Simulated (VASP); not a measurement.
# ZnS (I-4m2) in VASP: further runs

The runs below take ZnS through single point, with LDA.

Everything below comes from runs of VASP 6.6.1. Logs are shortened: lines on timing, memory, paths and dates and some standing lists are left out, and cuts for length are marked.

## (1) The cell of the first run

The structure is tetragonal, space group I-4m2 (No. 119). The conventional cell has a = 3.727 Å, b = 3.727 Å, c = 5.329 Å, α = 90.00°, β = 90.00°, γ = 90.00°. Within 3.0 Å of Zn (site symmetry -4m2) lie 4 S at 2.29 Å. Within 3.0 Å of S (site symmetry -4m2) lie 4 Zn at 2.29 Å.

## (2) Single point, LDA (in-plane strain -0.005, then relaxed in part)

INCAR reads:

```
ALGO     = Normal         # electronic algorithm
EDIFF    = 1E-7           # SCF threshold, eV
ENCUT    = 520            # plane-wave cutoff, eV
ISIF     = 2              # what is computed and relaxed
ISMEAR   = 0              # smearing method
LASPH    = True           # aspherical terms in the spheres
LCHARG   = False          # write CHGCAR
LREAL    = False          # projectors in reciprocal space
LWAVE    = False          # write WAVECAR
NBANDS   = 16             # bands
NELM     = 100            # most SCF steps
PREC     = Accurate       # precision mode
SIGMA    = 0.01           # smearing width, eV
```

KPOINTS reads:

```
k-points
0
Gamma
  8 8 8
```

POSCAR reads:

```
ZnS
1.0
    2.6352263648      2.6352263648      0.0000000000
   -2.6352263648      2.6352263648      0.0000000000
    0.0000000000      2.6352263648      2.6643453390
Zn S
1 1
Direct
    0.7500000000      0.2500000000      0.5000000000
    0.0000000000      0.0000000000      0.0000000000
```

Potentials or basis: VASP PAW LDA potentials, release 64 (Zn, S).

Launch:

```
cat potpaw_LDA.64/Zn/POTCAR potpaw_LDA.64/S/POTCAR > POTCAR
mpirun -np 1 vasp_std > vasp.out
```

OUTCAR:

```text
EDIFF = 1E-7
   ENCUT = 520
   ISIF = 2
   ISMEAR = 0
   LASPH = True
   LREAL = False
   NELM = 100
   PREC = Accurate

 ion  position               nearest neighbor table
   1  0.750  0.250  0.500-   2 2.29   2 2.29   2 2.29   2 2.29
   2  0.000  0.000  0.000-   1 2.29   1 2.29   1 2.29   1 2.29

  LATTYP: Found a body centered tetragonal cell.
 ALAT       =     3.7267728650
 C/A-ratio  =     1.4298404735

  Lattice vectors:

 A1 = (   2.6352263648,   0.0000000000,  -2.6643453390)
 A2 = (  -2.6352263648,   0.0000000000,  -2.6643453390)
 A3 = (   0.0000000000,   2.6352263648,   2.6643453390)

Analysis of symmetry for initial positions (statically):
=====================================================================
 Subroutine PRICEL returns:
 Original cell was already a primitive cell.

 Routine SETGRP: Setting up the symmetry group for a
 body centered tetragonal supercell.

 Subroutine GETGRP returns: Found  8 space group operations
 (whereof  8 operations were pure point group operations)
 out of a pool of 16 trial point group operations.

The static configuration has the point symmetry D_2d.

Analysis of symmetry for dynamics (positions and initial velocities):
=====================================================================
 Subroutine PRICEL returns:
 Original cell was already a primitive cell.

 Routine SETGRP: Setting up the symmetry group for a
 body centered tetragonal supercell.

 Subroutine GETGRP returns: Found  8 space group operations
 (whereof  8 operations were pure point group operations)
 out of a pool of 16 trial point group operations.

The dynamic configuration has the point symmetry D_2d.

 Subroutine INISYM returns: Found  8 space group operations
 (whereof  8 operations are pure point group operations),
 and found     1 'primitive' translations

----------------------------------------------------------------------------------------

                                     Primitive cell

  volume of cell :      37.0047

  direct lattice vectors                    reciprocal lattice vectors
     2.635226365  2.635226365  0.000000000     0.189737021  0.189737021 -0.187663361
    -2.635226365  2.635226365  0.000000000    -0.189737021  0.189737021 -0.187663361
     0.000000000  2.635226365  2.664345339     0.000000000  0.000000000  0.375326721

[... 74 lines left out ...]
   PREC   = accura    normal or accurate (medium, high low for compatibility)
   ISTART =      0    job   : 0-new  1-cont  2-samecut
   ICHARG =      2    charge: 1-file 2-atom 10-const
   ISPIN  =      1    spin polarized calculation?
   LNONCOLLINEAR =      F non collinear calculations
   LSORBIT =      F    spin-orbit coupling
   LASPH  =      T    aspherical Exc in radial PAW
   ENCUT  =  520.0 eV  38.22 Ry    6.18 a.u.   6.93  6.93  6.97*2*pi/ulx,y,z
   NELM   =    100;   NELMIN=  2; NELMDL= -5     # of ELM steps
   EDIFF  = 0.1E-06   stopping-criterion for ELM
   LREAL  =      F    real-space projection
   EDIFFG = 0.1E-05   stopping-criterion for IOM
   NSW    =      0    number of steps for IOM
   IBRION =     -1    ionic relax: 0-MD 1-quasi-New 2-CG
   NFREE  =      0    steps in history (QN), initial steepest desc. (CG)
   ISIF   =      2    stress and relaxation
   ISYM   =      2    0-nonsym 1-usesym 2-fastsym
   POTIM  = 0.5000    time-step for ionic-motion
   TEBEG  =    0.0;   TEEND  =   0.0 temperature during run
   PSTRESS=    0.0 pullay stress
   NELECT =      18.0000    total number of electrons
   NUPDOWN=      -1.0000    fix difference up-down
   EMIN   =  10.00;   EMAX   =-10.00  energy-range for DOS
   EFERMI =   0.00;   METHOD = LEGACY
   ISMEAR =     0;   SIGMA  =   0.01  broadening in eV -4-tet -1-fermi 0-gaus
   EFERMI_NEDOS =   21; number of points for ismear=-14 and -15
   IALGO  =     38    algorithm
   IMIX   =      4    mixing-type and parameters
     AMIX     =   0.40;   BMIX     =  1.00
     AMIX_MAG =   1.60;   BMIX_MAG =  1.00
  volume/ion in A,a.u.               =      18.50       124.86
  Fermi-wavevector in a.u.,A,eV,Ry     =   1.287499  2.433020 22.553745  1.657654
  Thomas-Fermi vector in A             =   2.419510
   LORBIT       =      0    0 simple, 1 ext, 2 COOP (PROOUT), +10 PAW based schemes
   GGA     = CA    functional components
   LHFCALC =     F    Hartree Fock is set to
   AEXX    =    0.0000 exact exchange contribution
   IVDW    =     0    specifies the selected vdW correction
   LEPSILON=     F    determine dielectric tensor
   LRPA    =     F    only Hartree local field effects (RPA)
 non-spin polarized calculation
 Gauss-broadening in eV      SIGMA  =   0.01
  energy-cutoff  :      520.00
  volume of cell :       37.00
 maximum number of plane-waves:      1012
   NGX = 13   NGY = 13   NGZ = 13

 number of electron      18.0000010 magnetization

 Free energy of the ion-electron system (eV)
  ---------------------------------------------------
  ext. energy  EPLUGINS =         0.00000000
  ---------------------------------------------------
  free energy    TOTEN  =        -8.20666669 eV

  energy without entropy =       -8.20666669  energy(sigma->0) =       -8.20666669

 E-fermi :   2.6579     XC(G=0): -10.3349

 val. band max:        2.5678314737   @ k =   0.0000   0.0000   0.0000
 cond. band min:       4.7318594380   @ k =   0.0000   0.0000   0.0000
 fundamental gap:      2.1640279643
 Fermi energy:         2.6578523946

 k-point     1 :       0.0000    0.0000    0.0000
  band No.  band energies     occupation
      1     -11.0237      2.00000
      2      -4.2259      2.00000
      3      -4.2190      2.00000
      4      -4.2190      2.00000
      5      -3.6659      2.00000
      6      -3.6610      2.00000
[... 433 lines left out ...]
      3      -4.1088      2.00000
      4      -4.1005      2.00000
      5      -3.6826      2.00000
      6      -3.6253      2.00000
[... 8 lines left out ...]
     15      15.0180      0.00000
     16      15.8409      0.00000

 [... further k-points ...]
[... 5 lines left out ...]
  --------------------------------------------------------------------------------------
  -------------------------------------------------------------------------------------
  Total        0.1794609      0.1794609      0.0627340      0.0000000      0.0000000      0.0000000
  in kB        7.7700528      7.7700528      2.7161729      0.0000000      0.0000000      0.0000000
  external PRESSURE =       6.0854262 kB  Pullay stress =       0.0000000 kB

 VOLUME and BASIS-vectors are now :
 -----------------------------------------------------------------------------
  energy-cutoff  :      520.00
  volume of cell :       37.00
      direct lattice vectors                 reciprocal lattice vectors
     2.635226365  2.635226365  0.000000000     0.189737021  0.189737021 -0.187663361
    -2.635226365  2.635226365  0.000000000    -0.189737021  0.189737021 -0.187663361
     0.000000000  2.635226365  2.664345339     0.000000000  0.000000000  0.375326721

 POSITION                                       TOTAL-FORCE (eV/Angst)
 -----------------------------------------------------------------------------------
      1.31761      3.95284      1.33217        -0.000000      0.000000      0.000000
      0.00000      0.00000      0.00000         0.000000     -0.000000      0.000000
 -----------------------------------------------------------------------------------
    total drift:                                0.000000      0.000000     -0.000000

  FREE ENERGIE OF THE ION-ELECTRON SYSTEM (eV)
  ---------------------------------------------------
  free  energy   TOTEN  =        -8.2066666928 eV

  energy  without entropy=       -8.2066666928  energy(sigma->0) =       -8.20666669
```

Wall time 41 s (1 thread of Intel Xeon Platinum 8175M at 2.50GHz (Skylake/Cascade Lake), shared host); peak memory 0.16 GiB.

Results:

```
Free energy            : -8.2067 eV
Pressure               : 0.6 GPa
Band gap on the k mesh : 2.16 eV, direct
```

Levels at points of the mesh, in eV from the valence-band top:
```csv
k point,band 7,band 8,band 9,band 10,band 11,band 12
"(0.00, 0.00, 0.00)",-0.04,0.00,0.00,2.16,6.19,6.19
"(0.50, 0.00, 0.00)",-5.82,-1.02,-0.95,3.22,6.69,6.79
"(0.50, 0.50, 0.00)",-4.92,-2.54,-2.51,3.01,3.83,11.22
"(0.00, 0.00, 0.50)",-4.98,-2.46,-2.46,3.08,3.94,11.09
```

Caveat: the cell differs from its parent crystal (in-plane strain -0.005, then relaxed in part).

## (3) Single point, LDA (in-plane strain -0.005)

INCAR reads:

```
  PREC = Accurate
  ENCUT = 520
  EDIFF = 1E-7
  ISMEAR = 0
  SIGMA = 0.01
  LREAL = F
  LASPH = T
  NELM = 60
  ALGO = Normal
  ISIF = 2
  LWAVE = F
  LCHARG = F
  GGA = CA
  NBANDS = 16
```

KPOINTS reads:

```
Automatic mesh
0
Gamma
  8 8 8
```

POSCAR: that of step 2 with these lines changed.

```diff
@@ -4,3 +4,3 @@
    -2.6352263648      2.6352263648      0.0000000000
-    0.0000000000      2.6352263648      2.6643453390
+    0.0000000000      2.6352263648      2.6564141145
 Zn S
```

Potentials or basis: VASP PAW LDA potentials, release 64 (Zn, S).

Launch:

```
cat potpaw_LDA.64/Zn/POTCAR potpaw_LDA.64/S/POTCAR > POTCAR
mpirun -np 1 vasp_std > vasp.out
```

OUTCAR:

```text
PREC = Accurate
   ENCUT = 520
   EDIFF = 1E-7
   ISMEAR = 0
   LREAL = F
   LASPH = T
   NELM = 60
   ISIF = 2
   GGA = CA

 ion  position               nearest neighbor table
   1  0.750  0.250  0.500-   2 2.29   2 2.29   2 2.29   2 2.29
   2  0.000  0.000  0.000-   1 2.29   1 2.29   1 2.29   1 2.29

  LATTYP: Found a body centered tetragonal cell.
 ALAT       =     3.7267728650
 C/A-ratio  =     1.4255841237

  Lattice vectors:

 A1 = (   2.6352263648,   0.0000000000,  -2.6564141145)
 A2 = (  -2.6352263648,   0.0000000000,  -2.6564141145)
[... 624 lines left out ...]
      3      -4.0928      2.00000
      4      -4.0838      2.00000
      5      -3.6628      2.00000
      6      -3.6058      2.00000
[... 8 lines left out ...]
     15      15.0520      0.00000
     16      15.8999      0.00000

 [... further k-points ...]
[... 5 lines left out ...]
  --------------------------------------------------------------------------------------
  -------------------------------------------------------------------------------------
  Total        0.2302414      0.2302414      0.1461958      0.0000000      0.0000000      0.0000000
  in kB        9.9984409      9.9984409      6.3486859      0.0000000      0.0000000      0.0000000
  external PRESSURE =       8.7818559 kB  Pullay stress =       0.0000000 kB

 VOLUME and BASIS-vectors are now :
 -----------------------------------------------------------------------------
  energy-cutoff  :      520.00
  volume of cell :       36.89
      direct lattice vectors                 reciprocal lattice vectors
     2.635226365  2.635226365  0.000000000     0.189737021  0.189737021 -0.188223665
    -2.635226365  2.635226365  0.000000000    -0.189737021  0.189737021 -0.188223665
     0.000000000  2.635226365  2.656414114     0.000000000  0.000000000  0.376447330

 POSITION                                       TOTAL-FORCE (eV/Angst)
 -----------------------------------------------------------------------------------
      1.31761      3.95284      1.32821        -0.000000      0.000000      0.000000
      0.00000      0.00000      0.00000         0.000000     -0.000000      0.000000
 -----------------------------------------------------------------------------------
    total drift:                                0.000000      0.000000     -0.000000

  FREE ENERGIE OF THE ION-ELECTRON SYSTEM (eV)
  ---------------------------------------------------
  free  energy   TOTEN  =        -8.2063299844 eV

  energy  without entropy=       -8.2063299844  energy(sigma->0) =       -8.20632998
```

OSZICAR:

```text
N       E                     dE             d eps       ncg     rms          rms(c)
DAV:   1     0.817363783263E+02    0.81736E+02   -0.85396E+03  1888   0.137E+03
DAV:   2    -0.355461875454E+01   -0.85291E+02   -0.79360E+02  2144   0.262E+02
DAV:   3    -0.859820455278E+01   -0.50436E+01   -0.50205E+01  2368   0.602E+01
DAV:   4    -0.864617587729E+01   -0.47971E-01   -0.47961E-01  2320   0.611E+00
DAV:   5    -0.864664933600E+01   -0.47346E-03   -0.47345E-03  2440   0.581E-01    0.777E+00
DAV:   6    -0.824407637995E+01    0.40257E+00   -0.75597E-01  2792   0.319E+01    0.597E+00
DAV:   7    -0.821320354788E+01    0.30873E-01   -0.23695E-01  2472   0.509E+00    0.282E+00
DAV:   8    -0.820687765582E+01    0.63259E-02   -0.57340E-03  2808   0.137E+00    0.621E-01
DAV:   9    -0.820631948203E+01    0.55817E-03   -0.12480E-03  2320   0.260E-01    0.776E-02
DAV:  10    -0.820633411052E+01   -0.14628E-04   -0.10389E-04  2304   0.940E-02    0.345E-02
DAV:  11    -0.820632984585E+01    0.42647E-05   -0.13627E-05  3008   0.740E-02    0.654E-03
DAV:  12    -0.820632997580E+01   -0.12995E-06   -0.14262E-06  2168   0.118E-02    0.340E-03
DAV:  13    -0.820632998441E+01   -0.86106E-08   -0.43632E-08  1736   0.344E-03
   1 F= -.82063300E+01 E0= -.82063300E+01  d E =-.983700E-52
```

stdout:

```text
POSCAR found type information on POSCAR ZnS
 POSCAR found :  2 types and       2 ions
 scaLAPACK will be used
 LDA part: xc-table for (Slater(with rela. corr.)+CA(PZ))
 , standard interpolation
 POSCAR, INCAR and KPOINTS ok, starting setup
 FFT: planning ... GRIDC
 FFT: planning ... GRID_SOFT
 FFT: planning ... GRID
 WAVECAR not read
 entering main loop
```

Wall time 46 s (1 thread of Intel Xeon Platinum 8175M at 2.50GHz (Skylake/Cascade Lake), shared host); peak memory 0.16 GiB.

What came out:

```yaml
Free_energy: -8.2063 eV
Pressure: 0.9 GPa
Band_gap_on_the_k_mesh: 2.18 eV, direct
```

Stress tensor (GPa, compression positive):
```
1.00 0.00 0.00
0.00 1.00 0.00
0.00 0.00 0.63
```

Caveat: the cell differs from its parent crystal (in-plane strain -0.005).

## (4) Single point, LDA (film at in-plane strain -0.005)

INCAR reads:

```
SYSTEM = ZnS
PREC     = Accurate       ! precision mode
ENCUT    = 520            ! plane-wave cutoff, eV
EDIFF    = 1E-6           ! SCF threshold, eV
ISMEAR   = 0              ! smearing method
SIGMA    = 0.01           ! smearing width, eV
LREAL    = .False.        ! projectors in reciprocal space
LASPH    = .True.         ! aspherical terms in the spheres
NELM     = 60             ! most SCF steps
ALGO     = Normal         ! electronic algorithm
ISIF     = 2              ! what is computed and relaxed
LWAVE    = .False.        ! write WAVECAR
LCHARG   = .False.        ! write CHGCAR
GGA      = CA             ! functional
NBANDS   = 16             ! bands
```

KPOINTS reads:

```
regular mesh
0
Gamma
  8 8 8
  0 0 0
```

POSCAR: that of step 3 with these lines changed.

```diff
@@ -4,3 +4,3 @@
    -2.6352263648      2.6352263648      0.0000000000
-    0.0000000000      2.6352263648      2.6564141145
+    0.0000000000      2.6352263648      2.6643453390
 Zn S
```

Launch:

```
cat potpaw_LDA.64/Zn/POTCAR potpaw_LDA.64/S/POTCAR > POTCAR
mpirun -np 1 vasp_std > vasp.out
```

Run time: 50 s. Hardware: 1 thread of Intel Xeon Platinum 8175M at 2.50GHz (Skylake/Cascade Lake), shared host; peak memory 0.16 GiB.

It converged, with:

| Item | Value |
| --- | --- |
| Free energy | -8.2067 eV |
| Pressure | 0.6 GPa |
| Band gap on the k mesh | 2.16 eV, direct |

Stress tensor (GPa, compression positive):
```
0.75 0.00 0.00
0.00 0.75 0.00
0.00 0.00 0.24
```

Levels at points of the mesh, in eV from the valence-band top:
```
           k point  band 5  band 6  band 7  band 8  band 9  band 10  band 11  band 12  band 13  band 14
(0.00, 0.00, 0.00)   -6.23   -6.23   -0.04    0.00    0.00     2.16     6.19     6.19     6.19    11.71
(0.50, 0.00, 0.00)   -6.19   -6.01   -5.82   -1.02   -0.95     3.22     6.69     6.79     8.85    12.16
(0.50, 0.50, 0.00)   -6.14   -5.98   -4.92   -2.54   -2.51     3.01     3.83    11.22    12.15    12.25
(0.00, 0.00, 0.50)   -6.14   -6.00   -4.98   -2.46   -2.46     3.08     3.94    11.09    12.23    12.23
```

Caveat: the cell differs from its parent crystal (film at in-plane strain -0.005).
